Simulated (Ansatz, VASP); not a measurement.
**SrCuS2 in VASP and in Ansatz**

```
Sr Cu S
1.0
     3.98166    0.00000    0.00000
     1.99083   -9.11705    0.00000
     0.00000    0.00000   -4.37927
Sr Cu S
2 2 4
Direct
  0.33140 0.33720 0.75000
  0.66860 0.66280 0.25000
  0.06100 0.87800 0.75000
  0.93900 0.12200 0.25000
  0.94500 0.11000 0.75000
  0.05500 0.89000 0.25000
  0.17800 0.64400 0.75000
  0.82200 0.35600 0.25000
```

Alike in both runs: task single point; functional r2SCAN; k mesh 7 × 7 × 6; occupations fermi-dirac, width 0.0389 eV; no spin polarisation; Hubbard terms Cu d U = 5.77 eV.

|  | VASP | Ansatz |
| --- | --- | --- |
| version | VASP 6.6.1 | Ansatz 0.2.0 |
| potentials or method | VASP PAW PBE potentials, release 64 (Sr_sv, Cu, S), cutoff 520 eV | PAW plane waves |
| valence electrons in the cell | 66 | 82 |

VASP gave:

| Property | Result |
| --- | --- |
| pressure (GPa) | 13.3 |
| traceless stress, the component that is largest in VASP (GPa) | -6.20 |
| rms of the force components (eV/Å) | 0.268 |

Question: Estimate Ansatz's values.

Answer: Pressure (GPa): 14.7; traceless stress, the component that is largest in VASP (GPa): -7.75; rms of the force components (eV/Å): 0.367.

VASP's potentials were made for PBE, not for r2SCAN. The programs project onto different local orbitals, so the same U acts differently, and such runs can settle in different states. Atom by atom the forces differ by 0.119 eV/Å (rms over components). VASP's potentials hold 66 valence electrons a cell and Ansatz's 82, so a difference there can come from the potentials and not from the codes. Ansatz's warnings: filled band counts differ across k points.
